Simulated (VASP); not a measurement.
# Mg2SeS4 (R-3m) in VASP: a series of runs

The runs below take Mg2SeS4 through single point, with PBE.

All numbers are computed with VASP 6.6.1; they aren't measurements. Logs are shortened: lines on timing, memory, paths and dates and some standing lists are left out, and cuts for length are marked.

## Step 1: The cell of the first run

The structure is trigonal, space group R-3m (No. 166). Conventional cell: a = 4.000 Å, b = 4.000 Å, c = 37.292 Å, α = 90.00°, β = 90.00°, γ = 120.00°. Mg (site symmetry 3m) has 4 S at 2.36 to 2.62 Å and 3 Mg at 3.15 Å within 3.2 Å. Within 3.5 Å of Se (site symmetry -3m) lie 6 S at 2.65 Å. Within 3.5 Å of S (site symmetry 3m) lie 3 Se at 2.65 Å and 3 S at 3.47 Å. Within 3.1 Å of S (site symmetry 3m) lie 4 Mg at 2.36 to 2.62 Å.

The cell was generated, and may not be a known phase.

## Step 2: Single point, PBE

INCAR reads:

```
SYSTEM = Mg2SeS4
ALGO     = Normal         ! electronic algorithm
EDIFF    = 1E-6           ! SCF threshold, eV
ENCUT    = 520            ! plane-wave cutoff, eV
GGA      = PE             ! functional
ISIF     = 2              ! what is computed and relaxed
ISMEAR   = 0              ! smearing method
LASPH    = .TRUE.         ! aspherical terms in the spheres
LCHARG   = .FALSE.        ! write CHGCAR
LREAL    = .FALSE.        ! projectors in reciprocal space
LWAVE    = .FALSE.        ! write WAVECAR
NBANDS   = 26             ! bands
NELM     = 80             ! most SCF steps
PREC     = Accurate       ! precision mode
SIGMA    = 0.1            ! smearing width, eV
```

KPOINTS reads:

```
k-points
0
G
  6 6 6
  0 0 0
```

POSCAR reads:

```
Mg2SeS4
1.0
    2.0001159172      1.1547674632     12.4308187273
   -2.0001159172      1.1547674632     12.4308187273
    0.0000000000     -2.3095349264     12.4308187273
Mg Se S
2 1 4
Direct
    0.1378591171      0.1378591171      0.1378591171
    0.8621408829      0.8621408829      0.8621408829
    0.0000000000      0.0000000000      0.0000000000
    0.3679946953      0.3679946953      0.3679946953
    0.6320053047      0.6320053047      0.6320053047
    0.2082074812      0.2082074812      0.2082074812
    0.7917925188      0.7917925188      0.7917925188
```

Potentials or basis: VASP PAW PBE potentials, release 64 (Mg, Se, S).

Run with:

```
cat potpaw_PBE.64/Mg/POTCAR potpaw_PBE.64/Se/POTCAR potpaw_PBE.64/S/POTCAR > POTCAR
mpirun -np 1 vasp_std > vasp.out
```

OUTCAR:

```text
SYSTEM = Mg2SeS4
   EDIFF = 1E-6
   ENCUT = 520
   GGA = PE
   ISIF = 2
   ISMEAR = 0
   LASPH = .TRUE.
   LREAL = .FALSE.
   NELM = 80
   PREC = Accurate

 ion  position               nearest neighbor table
   1  0.138  0.138  0.138-   7 2.36   7 2.36   7 2.36   6 2.62   2 3.15   2 3.15   2 3.15
   2  0.862  0.862  0.862-   6 2.36   6 2.36   6 2.36   7 2.62   1 3.15   1 3.15   1 3.15
   3  0.000  0.000  0.000-   5 2.65   4 2.65   5 2.65   5 2.65   4 2.65   4 2.65
   4  0.368  0.368  0.368-   3 2.65   3 2.65   3 2.65
   5  0.632  0.632  0.632-   3 2.65   3 2.65   3 2.65
   6  0.208  0.208  0.208-   2 2.36   2 2.36   2 2.36   1 2.62
   7  0.792  0.792  0.792-   1 2.36   1 2.36   1 2.36   2 2.62

  LATTYP: Found a trigonal (rhomboedric) cell.
 ALAT       =    12.6435440367
 COS(alpha) =     0.9499501619

  Lattice vectors:

 A1 = (   2.0001159172,   1.1547674632,  12.4308187273)
 A2 = (  -2.0001159172,   1.1547674632,  12.4308187273)
 A3 = (   0.0000000000,  -2.3095349264,  12.4308187273)

Analysis of symmetry for initial positions (statically):
=====================================================================
 Subroutine PRICEL returns:
 Original cell was already a primitive cell.

 Routine SETGRP: Setting up the symmetry group for a
 trigonal (rhombohedral) supercell.

 Subroutine GETGRP returns: Found 12 space group operations
 (whereof 12 operations were pure point group operations)
 out of a pool of 12 trial point group operations.

The static configuration has the point symmetry D_3d.

Analysis of symmetry for dynamics (positions and initial velocities):
=====================================================================
 Subroutine PRICEL returns:
 Original cell was already a primitive cell.

 Routine SETGRP: Setting up the symmetry group for a
 trigonal (rhombohedral) supercell.

 Subroutine GETGRP returns: Found 12 space group operations
 (whereof 12 operations were pure point group operations)
 out of a pool of 12 trial point group operations.

The dynamic configuration has the point symmetry D_3d.

 Subroutine INISYM returns: Found 12 space group operations
 (whereof 12 operations are pure point group operations),
 and found     1 'primitive' translations

----------------------------------------------------------------------------------------

                                     Primitive cell

  volume of cell :     172.2664

  direct lattice vectors                    reciprocal lattice vectors
     2.000115917  1.154767463 12.430818727     0.249985511  0.144329202  0.026815075
    -2.000115917  1.154767463 12.430818727    -0.249985511  0.144329202  0.026815075
     0.000000000 -2.309534926 12.430818727     0.000000000 -0.288658404  0.026815075

  length of vectors
    12.643544037 12.643544037 12.643544037     0.289901229  0.289901229  0.289901229

  position of ions in fractional coordinates (direct lattice)
     0.137859117  0.137859117  0.137859117
     0.862140883  0.862140883  0.862140883
     0.000000000  0.000000000  0.000000000
     0.367994695  0.367994695  0.367994695
     0.632005305  0.632005305  0.632005305
     0.208207481  0.208207481  0.208207481
     0.791792519  0.791792519  0.791792519

  ion indices of the primitive-cell ions
   primitive index   ion index
                 1           1
                 2           2
                 3           3
                 4           4
                 5           5
                 6           6
                 7           7

----------------------------------------------------------------------------------------

 KPOINTS: k-points

Automatic generation of k-mesh.
 Grid dimensions read from file:
 generate k-points for:    6    6    6

 Generating k-lattice:

  Cartesian coordinates                     Fractional coordinates (reciprocal lattice)
     0.041664252  0.024054867  0.004469179     0.166666667 -0.000000000 -0.000000000
    -0.041664252  0.024054867  0.004469179    -0.000000000  0.166666667 -0.000000000
     0.000000000 -0.048109734  0.004469179    -0.000000000 -0.000000000  0.166666667

  Length of vectors
     0.048316872  0.048316872  0.048316872

  Shift w.r.t. Gamma in fractional coordinates (k-lattice)
     0.000000000  0.000000000  0.000000000

 Subroutine IBZKPT returns following result:
 ===========================================

 Found     32 irreducible k-points:

 Following reciprocal coordinates:
            Coordinates               Weight
  0.000000  0.000000  0.000000      1.000000
  0.166667 -0.000000  0.000000      6.000000
  0.333333 -0.000000  0.000000      6.000000
  0.500000 -0.000000  0.000000      3.000000
  0.166667  0.166667 -0.000000      6.000000
  0.333333  0.166667  0.000000     12.000000
[... 16 lines left out ...]
  0.500000  0.500000  0.166667      6.000000
 -0.333333  0.500000  0.166667     12.000000
 [... further k-points ...]
   k-points           NKPTS =     32   k-points in BZ     NKDIM =     32   number of bands    NBANDS=     26
   number of dos      NEDOS =    301   number of ions     NIONS =      7
   total plane-waves  NPLWV = 884736
   dimension x,y,z NGX =    96 NGY =   96 NGZ =   96
   dimension x,y,z NGXF=   192 NGYF=  192 NGZF=  192
   ions per type =               2   1   4
   NGX,Y,Z   is equivalent  to a cutoff of  12.62, 12.62, 12.62 a.u.
   NGXF,Y,Z  is equivalent  to a cutoff of  25.25, 25.25, 25.25 a.u.
 SYSTEM =  Mg2SeS4
   PREC   = accura    normal or accurate (medium, high low for compatibility)
   ISTART =      0    job   : 0-new  1-cont  2-samecut
   ICHARG =      2    charge: 1-file 2-atom 10-const
   ISPIN  =      1    spin polarized calculation?
   LNONCOLLINEAR =      F non collinear calculations
   LSORBIT =      F    spin-orbit coupling
   LASPH  =      T    aspherical Exc in radial PAW
   ENCUT  =  520.0 eV  38.22 Ry    6.18 a.u.  23.51 23.51 23.51*2*pi/ulx,y,z
   NELM   =     80;   NELMIN=  2; NELMDL= -5     # of ELM steps
   EDIFF  = 0.1E-05   stopping-criterion for ELM
   LREAL  =      F    real-space projection
   EDIFFG = 0.1E-04   stopping-criterion for IOM
   NSW    =      0    number of steps for IOM
   IBRION =     -1    ionic relax: 0-MD 1-quasi-New 2-CG
   NFREE  =      0    steps in history (QN), initial steepest desc. (CG)
   ISIF   =      2    stress and relaxation
   ISYM   =      2    0-nonsym 1-usesym 2-fastsym
   POTIM  = 0.5000    time-step for ionic-motion
   TEBEG  =    0.0;   TEEND  =   0.0 temperature during run
   PSTRESS=    0.0 pullay stress
   NELECT =      34.0000    total number of electrons
   NUPDOWN=      -1.0000    fix difference up-down
   EMIN   =  10.00;   EMAX   =-10.00  energy-range for DOS
   EFERMI =   0.00;   METHOD = LEGACY
   ISMEAR =     0;   SIGMA  =   0.10  broadening in eV -4-tet -1-fermi 0-gaus
   EFERMI_NEDOS =   21; number of points for ismear=-14 and -15
   IALGO  =     38    algorithm
   IMIX   =      4    mixing-type and parameters
     AMIX     =   0.40;   BMIX     =  1.00
     AMIX_MAG =   1.60;   BMIX_MAG =  1.00
  volume/ion in A,a.u.               =      24.61       166.07
  Fermi-wavevector in a.u.,A,eV,Ry     =   0.953164  1.801219 12.361184  0.908521
  Thomas-Fermi vector in A             =   2.081794
   LORBIT       =      0    0 simple, 1 ext, 2 COOP (PROOUT), +10 PAW based schemes
   GGA     = PE    functional components
   LHFCALC =     F    Hartree Fock is set to
   AEXX    =    0.0000 exact exchange contribution
   IVDW    =     0    specifies the selected vdW correction
   LEPSILON=     F    determine dielectric tensor
   LRPA    =     F    only Hartree local field effects (RPA)
 non-spin polarized calculation
 Gauss-broadening in eV      SIGMA  =   0.10
  energy-cutoff  :      520.00
  volume of cell :      172.27
 maximum number of plane-waves:      4672
 NGX is ok and might be reduce to    96
   NGX = 47   NGY = 47   NGZ = 47

 number of electron      34.0000001 magnetization

 Free energy of the ion-electron system (eV)
  ---------------------------------------------------
  ext. energy  EPLUGINS =         0.00000000
  ---------------------------------------------------
  free energy    TOTEN  =       -26.71588996 eV

  energy without entropy =      -26.71359367  energy(sigma->0) =      -26.71474181

 E-fermi :   1.3986     XC(G=0):  -8.3298

 val. band max:        1.3216844597   @ k =   0.5000   0.5000   0.5000
 cond. band min:       1.4595370678   @ k =   0.3333   0.3333   0.3333
 fundamental gap:      0.1378526081
 Fermi energy:         1.3985562846

 k-point     1 :       0.0000    0.0000    0.0000
  band No.  band energies     occupation
      1     -13.5646      2.00000
      2     -10.3436      2.00000
      3      -9.9782      2.00000
      4      -9.6969      2.00000
      5      -7.5882      2.00000
      6      -1.5359      2.00000
[... 18 lines left out ...]
     25       8.9014      0.00000
     26       9.0660      0.00000

 k-point     2 :       0.1667   -0.0000    0.0000
  band No.  band energies     occupation
      1     -13.3255      2.00000
      2     -10.2055      2.00000
      3      -9.8958      2.00000
      4      -9.6228      2.00000
      5      -8.0818      2.00000
      6      -2.2039      2.00000
[... 18 lines left out ...]
     25       8.7137      0.00000
     26       9.0085      0.00000

 k-point     3 :       0.3333   -0.0000    0.0000
  band No.  band energies     occupation
      1     -12.6744      2.00000
      2      -9.9167      2.00000
      3      -9.8529      2.00000
      4      -9.4959      2.00000
      5      -9.0255      2.00000
      6      -3.0699      2.00000
[... 572 lines left out ...]
 k-point    23 :       0.5000    0.5000    0.1667
  band No.  band energies     occupation
      1     -12.6744      2.00000
      2      -9.9127      2.00000
      3      -9.8592      2.00000
      4      -9.4919      2.00000
      5      -9.0273      2.00000
      6      -3.0703      2.00000
[... 18 lines left out ...]
     25       8.7602      0.00000
     26       9.1543      0.00000

 k-point    24 :      -0.3333    0.5000    0.1667
  band No.  band energies     occupation
      1     -12.1625      2.00000
      2     -10.0785      2.00000
      3      -9.6728      2.00000
      4      -9.5060      2.00000
      5      -9.4458      2.00000
      6      -3.3169      2.00000
[... 18 lines left out ...]
     25       8.3503      0.00000
     26       8.9505      0.00000

 [... further k-points ...]

------------------------ aborting loop because EDIFF is reached ----------------------------------------

  FORCE on cell =-STRESS in cart. coord.  units (eV):
  Direction    XX          YY          ZZ          XY          YZ          ZX
  --------------------------------------------------------------------------------------
  -------------------------------------------------------------------------------------
  Total       -0.0733366     -0.0733366      0.0298488      0.0000000     -0.0000000      0.0000000
  in kB       -0.6820724     -0.6820724      0.2776114      0.0000000     -0.0000000      0.0000000
  external PRESSURE =      -0.3621778 kB  Pullay stress =       0.0000000 kB

 VOLUME and BASIS-vectors are now :
 -----------------------------------------------------------------------------
  energy-cutoff  :      520.00
  volume of cell :      172.27
      direct lattice vectors                 reciprocal lattice vectors
     2.000115917  1.154767463 12.430818727     0.249985511  0.144329202  0.026815075
    -2.000115917  1.154767463 12.430818727    -0.249985511  0.144329202  0.026815075
     0.000000000 -2.309534926 12.430818727     0.000000000 -0.288658404  0.026815075

 POSITION                                       TOTAL-FORCE (eV/Angst)
 -----------------------------------------------------------------------------------
      0.00000      0.00000      5.14111         0.000000      0.000000      0.014094
      0.00000      0.00000     32.15135         0.000000      0.000000     -0.014094
      0.00000      0.00000      0.00000         0.000000      0.000000     -0.000000
      0.00000      0.00000     13.72343         0.000000     -0.000000     -0.034388
      0.00000      0.00000     23.56903         0.000000      0.000000      0.034388
      0.00000      0.00000      7.76457         0.000000      0.000000     -0.001923
      0.00000      0.00000     29.52789         0.000000      0.000000      0.001923
 -----------------------------------------------------------------------------------
    total drift:                                0.000000     -0.000000     -0.000000

  FREE ENERGIE OF THE ION-ELECTRON SYSTEM (eV)
  ---------------------------------------------------
  free  energy   TOTEN  =       -26.7158899575 eV

  energy  without entropy=      -26.7135936658  energy(sigma->0) =      -26.71474181
```

Wall time 41 min (1 thread of Intel Xeon Platinum 8175M at 2.50GHz (Skylake/Cascade Lake), shared host); peak memory 1.6 GiB.

Results:

```yaml
Free_energy: -26.7159 eV
Pressure: 0.0 GPa
Largest_force: 0.034 eV/Å
Band_gap_on_the_k_mesh: 0.02 eV (least direct gap 0.24 eV)
```

Forces in eV/Å, atoms in the order of the input:
```
Mg   0.000  0.000  0.014
Mg   0.000  0.000 -0.014
Se   0.000  0.000  0.000
S    0.000  0.000 -0.034
S    0.000  0.000  0.034
S    0.000  0.000 -0.002
S    0.000  0.000  0.002
```

Levels at points of the mesh, in eV from the valence-band top:
```tsv
k point	band 15	band 16	band 17	band 18	band 19	band 20
(0.00, 0.00, 0.00)	-0.66	-0.54	-0.54	0.37	1.79	1.79
(0.50, 0.00, 0.00)	-0.64	-0.63	-0.25	1.89	3.03	3.54
(0.50, 0.50, 0.00)	-0.61	-0.49	-0.29	1.85	3.02	3.67
(0.50, 0.50, 0.50)	-0.54	-0.54	-0.21	0.02	1.79	1.79
```

Caveat: the smearing spreads over this small gap. A k mesh can miss the band edges.

## Step 3: Single point, PBE

This run uses another cell than the first one, of 26.90 Å³/atom.

INCAR reads:

```
SYSTEM = Mg2SeS4
PREC = Accurate
ENCUT = 520
EDIFF = 1E-7
ISMEAR = 0
SIGMA = 0.1
LREAL = .False.
LASPH = .True.
NELM = 100
ALGO = Normal
ISIF = 2
LWAVE = .False.
LCHARG = .False.
GGA = PE
NBANDS = 26
```

KPOINTS reads:

```
Automatic mesh
0
Gamma
  6 6 6
  0 0 0
```

POSCAR reads:

```
Mg2SeS4
1.0
    2.6185185000      1.5118023600      7.9283402000
   -2.6185185000      1.5118023600      7.9283402000
    0.0000000000     -3.0236047200      7.9283402000
Mg Se S
2 1 4
Direct
    0.0798500000      0.0798500000      0.0798500000
    0.9201500000      0.9201500000      0.9201500000
    0.0000000000      0.0000000000      0.0000000000
    0.3761500100      0.3761500100      0.3761500100
    0.6238499900      0.6238499900      0.6238499900
    0.2083300100      0.2083300100      0.2083300100
    0.7916699900      0.7916699900      0.7916699900
```

Potentials or basis: VASP PAW PBE potentials, release 64 (Mg, Se, S).

Run with:

```
cat potpaw_PBE.64/Mg/POTCAR potpaw_PBE.64/Se/POTCAR potpaw_PBE.64/S/POTCAR > POTCAR
mpirun -np 1 vasp_std > vasp.out
```

Wall time 8.6 min (1 thread of Intel Xeon Platinum 8175M at 2.50GHz (Skylake/Cascade Lake), shared host); peak memory 0.63 GiB.

The run converged. Its results:

```yaml
Free_energy: -15.2166 eV
Pressure: 4.8 GPa
Largest_force: 13.505 eV/Å
Band_gap_on_the_k_mesh: zero (bands 17 and 18 overlap by 0.49 eV)
```

Forces on the atoms (eV/Å):
```
Mg    0.000   0.000  13.505
Mg    0.000   0.000 -13.505
Se    0.000   0.000   0.000
S     0.000   0.000   0.441
S     0.000   0.000  -0.441
S     0.000   0.000  -0.191
S     0.000   0.000   0.191
```

Stress tensor (GPa, compression positive):
```
-9.62  0.00  0.00
 0.00 -9.62  0.00
 0.00  0.00 33.55
```

Levels at points of the mesh, in eV from the Fermi level:
```
           k point  band 14  band 15  band 16  band 17  band 18  band 19  band 20  band 21
(0.00, 0.00, 0.00)    -1.22    -1.20    -0.81    -0.81     0.05     0.61     0.61     2.97
(0.50, 0.00, 0.00)    -0.61    -0.59    -0.42     0.05     0.15     0.30     0.55     3.99
(0.50, 0.50, 0.00)    -0.67    -0.54    -0.29     0.06     0.16     0.45     0.50     3.55
(0.50, 0.50, 0.50)    -1.45    -0.88    -0.54    -0.37    -0.37     0.35     0.35     4.17
```

Caveat: the stress differs along the axes, from -10 to 34 GPa; semilocal functionals underestimate gaps, and a narrow one can read as zero; forces of over 1 eV/Å act on the atoms, so gaps and moduli don't describe the material at rest.

The gap in the log of VASP goes by the Fermi energy; the results here count the filled bands.